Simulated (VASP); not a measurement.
Runs of VASP 6.6.1 on LiCl. The structure is that of space group Fm-3m (No. 225), or close to it. The cells are those of the table. 

```tsv
cell	gap on the mesh (eV)
a = 3.536 Å, angles 60.0°, 2 atoms	(a)
a = 3.538, b = 3.538, c = 3.446 Å, angles 60.9, 60.9, 58.3°, 2 atoms	6.76
a = 3.491, b = 3.491, c = 3.536 Å, angles 59.6, 59.6, 60.9°, 2 atoms	6.83
a = 3.446 Å, angles 60.0°, 2 atoms	6.90
a = 3.718 Å, angles 60.0°, 2 atoms	(b)
```

Alike in all rows: task single point; level PBE; potentials or basis VASP PAW PBE potentials, release 64 (Li_sv, Cl); no spin polarisation; k mesh 8 × 8 × 8; cutoff (eV) 520; smearing gaussian 0.05 eV.

Estimate the missing entries.

(a) 6.80; (b) 5.94.

A k mesh can miss the band edges.
